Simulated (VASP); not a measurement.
Sn: single point with LDA

The system is Sn.

```
CELL_PARAMETERS angstrom
-2.35125 2.35125 5.28309
2.35125 -2.35125 5.28309
2.35125 2.35125 -5.28309
ATOMIC_POSITIONS crystal
Sn 0.50000 0.50000 0.00000
Sn 0.25000 0.75000 0.50000
Sn 0.75000 0.25000 0.50000
```

| Quantity | Value |
| --- | --- |
| Program | VASP 6.6.1 |
| Task | single point |
| Functional | LDA |
| Potentials or basis | VASP PAW LDA potentials, release 64 (Sn_d) |
| Cutoff | 520 eV |
| k mesh | 7 × 7 × 7 |
| Occupations | fermi-dirac, width 0.1 eV |
| Spin | no spin polarisation |
| Dipole correction | no |
| Further INCAR settings | ALGO = Normal; EDIFF = 1e-07; NBANDS = 28 |

| Quantity | Value |
| --- | --- |
| Pressure | -7.4 GPa |
| Band gap on the k mesh | zero (band 21 reaches 4.90 eV, above the bottom of band 22 at 3.06 eV) |

Stress tensor (GPa, compression positive):
```
-6.91  0.00  0.00
 0.00 -6.91  0.00
 0.00  0.00 -8.53
```

Levels at points of the mesh, in eV from the Fermi level:
| k point | band 18 | band 19 | band 20 | band 21 | band 22 | band 23 | band 24 | band 25 |
| --- | --- | --- | --- | --- | --- | --- | --- | --- |
| (0.00, 0.00, 0.00) | -3.97 | -2.50 | -1.00 | -1.00 | 0.90 | 0.90 | 1.53 | 2.73 |

Run time: 2.7 min on 1 thread of Intel(R) Xeon(R) Platinum 8488C (Sapphire Rapids), with other jobs on the host, peak memory 0.29 GiB.

Caveat: spin-orbit coupling is left out, which moves the levels of the heavy elements.
